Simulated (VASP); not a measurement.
# MgO in VASP: a series of runs, part 2 of 2

VASP 6.6.1. Earlier steps stand in the parts before.

## 3. Single point, PBE

INCAR reads:

```
SYSTEM = MgO
PREC = Accurate ; ENCUT = 520
EDIFF = 1E-7 ; ISMEAR = 0
SIGMA = 0.05 ; LREAL = Auto
LASPH = .TRUE. ; NELM = 60
ALGO = Normal ; ISIF = 2
LWAVE = .FALSE. ; LCHARG = .FALSE.
LDIPOL = .TRUE. ; IDIPOL = 3
DIPOL = 0.5 0.5 0.499 ; GGA = PE
NBANDS = 66
```

KPOINTS reads:

```
regular mesh
0
G
  3 3 1
  0 0 0
```

POSCAR reads:

```
MgO
1.0
    6.0158464379      0.0000000000      0.0000000000
   -3.0079232190      5.2098758405      0.0000000000
    0.0000000000      0.0000000000     22.1398975599
O Mg
12 12
Direct
    0.1666666667      0.3333333333      0.3613386186
    0.1666666667      0.8333333333      0.3613386186
    0.6666666667      0.3333333333      0.3613386186
    0.6666666667      0.8333333333      0.3613386186
    0.5000000000      0.5000000000      0.4722677237
    0.5000000000      0.0000000000      0.4722677237
    0.0000000000      0.5000000000      0.4722677237
    0.0000000000      0.0000000000      0.4722677237
    0.8333333333      0.6666666667      0.5849267779
    0.8333333333      0.1666666667      0.5849267779
    0.3333333333      0.6666666667      0.5849267779
    0.3333333333      0.1666666667      0.5849267779
    0.3333333333      0.1666666667      0.4168031712
    0.3333333333      0.6666666667      0.4168031712
    0.8333333333      0.1666666667      0.4168031712
    0.8333333333      0.6666666667      0.4168031712
    0.6666666667      0.3333333333      0.5227380603
    0.6666666667      0.8333333333      0.5227380603
    0.1666666667      0.3333333333      0.5227380603
    0.1666666667      0.8333333333      0.5227380603
    0.0000000000      0.5000000000      0.6358565648
    0.0000000000      0.0000000000      0.6358565648
    0.5000000000      0.5000000000      0.6358565648
    0.5000000000      0.0000000000      0.6358565648
```

Potentials or basis: VASP PAW PBE potentials, release 64 (O, Mg).

On the command line:

```
> cat potpaw_PBE.64/O/POTCAR potpaw_PBE.64/Mg/POTCAR > POTCAR
> mpirun -np 1 vasp_std > vasp.out
```

OUTCAR:

```text
SYSTEM = MgO
   PREC = Accurate
   ENCUT = 520
   EDIFF = 1E-7
   ISMEAR = 0
   LREAL = Auto
   LASPH = .TRUE.
   NELM = 60
   ISIF = 2
   GGA = PE

 ion  position               nearest neighbor table
   1  0.167  0.333  0.361-  13 2.13  15 2.13  14 2.13
   2  0.167  0.833  0.361-  14 2.13  16 2.13  13 2.13
   3  0.667  0.333  0.361-  15 2.13  13 2.13  16 2.13
   4  0.667  0.833  0.361-  16 2.13  14 2.13  15 2.13
   5  0.500  0.500  0.472-  19 2.07  18 2.07  17 2.07  16 2.13  13 2.13  14 2.13
   6  0.500  0.000  0.472-  20 2.07  17 2.07  18 2.07  15 2.13  14 2.13  13 2.13
   7  0.000  0.500  0.472-  17 2.07  20 2.07  19 2.07  14 2.13  15 2.13  16 2.13
   8  0.000  0.000  0.472-  18 2.07  19 2.07  20 2.07  13 2.13  16 2.13  15 2.13
   9  0.833  0.667  0.585-  23 2.07  22 2.07  21 2.07  18 2.22  20 2.22  17 2.22
  10  0.833  0.167  0.585-  24 2.07  21 2.07  22 2.07  17 2.22  19 2.22  18 2.22
  11  0.333  0.667  0.585-  21 2.07  24 2.07  23 2.07  20 2.22  18 2.22  19 2.22
  12  0.333  0.167  0.585-  22 2.07  23 2.07  24 2.07  19 2.22  17 2.22  20 2.22
  13  0.333  0.167  0.417-   8 2.13   5 2.13   6 2.13   1 2.13   3 2.13   2 2.13  19 2.92  17 2.92
[... 414 lines left out ...]
     59       2.6618      0.00000
     60       2.6618      0.00000
 [bands above 60 left out]

------------------------ aborting loop because EDIFF is reached ----------------------------------------

 vacuum level on the upper side and lower side of the slab       (xc-potential included)        -2.708         2.669

  FORCE on cell =-STRESS in cart. coord.  units (eV):
  Direction    XX          YY          ZZ          XY          YZ          ZX
  --------------------------------------------------------------------------------------
  -------------------------------------------------------------------------------------
  Total        1.6495031      1.6495031     -1.2059422     -0.0000000      0.0000000     -0.0000000
  in kB        3.8085880      3.8085880     -2.7844368     -0.0000000      0.0000000     -0.0000000
  external PRESSURE =       1.6109131 kB  Pullay stress =       0.0000000 kB

 VOLUME and BASIS-vectors are now :
 -----------------------------------------------------------------------------
  energy-cutoff  :      520.00
  volume of cell :      693.90
      direct lattice vectors                 reciprocal lattice vectors
     6.015846438  0.000000000  0.000000000     0.166227647  0.095971577  0.000000000
    -3.007923219  5.209875840  0.000000000     0.000000000  0.191943154  0.000000000
     0.000000000  0.000000000 22.139897560     0.000000000  0.000000000  0.045167327

 POSITION                                       TOTAL-FORCE (eV/Angst)
 -----------------------------------------------------------------------------------
      0.00000      1.73663      8.00000        -0.000000      0.000000      1.497024
     -1.50396      4.34156      8.00000         0.000000     -0.000000      1.497024
      3.00792      1.73663      8.00000         0.000000      0.000000      1.497024
      1.50396      4.34156      8.00000        -0.000000     -0.000000      1.497024
      1.50396      2.60494     10.45596         0.000000     -0.000000      1.353286
      3.00792      0.00000     10.45596         0.000000     -0.000000      1.353286
[... 16 lines left out ...]
      1.50396      2.60494     14.07780         0.000000     -0.000000     -0.011122
      3.00792      0.00000     14.07780         0.000000     -0.000000     -0.011122
 -----------------------------------------------------------------------------------
    total drift:                                0.000001      0.000000      0.019493

  FREE ENERGIE OF THE ION-ELECTRON SYSTEM (eV)
  ---------------------------------------------------
  free  energy   TOTEN  =      -121.2567352817 eV

  energy  without entropy=     -121.2223165207  energy(sigma->0) =     -121.23952590

 vacuum level on the upper side and lower side of the slab         1.404         6.913
```

OSZICAR:

```text
N       E                     dE             d eps       ncg     rms          rms(c)
DAV:   1     0.855736010430E+03    0.85574E+03   -0.38249E+04   404   0.115E+03
DAV:   2     0.200897334722E+02   -0.83565E+03   -0.78413E+03   558   0.279E+02
DAV:   3    -0.149483612433E+03   -0.16957E+03   -0.16752E+03   480   0.131E+02
[... 31 lines left out ...]
DAV:  35    -0.121256734029E+03   -0.46353E-05   -0.94180E-08   302   0.895E-04    0.719E-03
DAV:  36    -0.121256734257E+03   -0.22763E-06   -0.80565E-08   312   0.673E-04    0.191E-03
DAV:  37    -0.121256734904E+03   -0.64771E-06   -0.15039E-08   278   0.490E-04    0.244E-03
DAV:  38    -0.121256735200E+03   -0.29540E-06   -0.38748E-08   318   0.449E-04    0.679E-04
DAV:  39    -0.121256735282E+03   -0.81915E-07   -0.56449E-09   304   0.280E-04
   1 F= -.12125674E+03 E0= -.12123953E+03  d E =-.344188E-01
```

It took 13 min on 1 thread of Intel Xeon 8259CL, shared host; peak memory 0.78 GiB.

What came out:

```yaml
Free_energy: -121.2567 eV
Largest_force: 2.841 eV/Å
Band_gap_on_the_k_mesh: zero (band 48 reaches -2.68 eV, above the bottom of band 49 at -3.15 eV)
```

Forces on the atoms (eV/Å):
```
O    0.000  0.000  1.497
O    0.000  0.000  1.497
O    0.000  0.000  1.497
O    0.000  0.000  1.497
O    0.000  0.000  1.353
O    0.000  0.000  1.353
O    0.000  0.000  1.353
O    0.000  0.000  1.353
O    0.000  0.000 -0.032
O    0.000  0.000 -0.032
O    0.000  0.000 -0.032
O    0.000  0.000 -0.032
Mg   0.000  0.000 -2.841
Mg   0.000  0.000 -2.841
Mg   0.000  0.000 -2.841
Mg   0.000  0.000 -2.841
Mg   0.000  0.000  0.034
Mg   0.000  0.000  0.034
Mg   0.000  0.000  0.034
Mg   0.000  0.000  0.034
Mg   0.000  0.000 -0.011
Mg   0.000  0.000 -0.011
Mg   0.000  0.000 -0.011
Mg   0.000  0.000 -0.011
```

Levels at points of the mesh, in eV from the Fermi level:
```csv
k point,band 43,band 44,band 45,band 46,band 47,band 48,band 49,band 50,band 51,band 52
"(0.00, 0.00, 0.00)",-0.22,-0.22,-0.06,-0.06,-0.06,0.44,0.44,1.76,1.76,1.76
```

Caveat: the k points lie up to 0.40 Å⁻¹ apart.
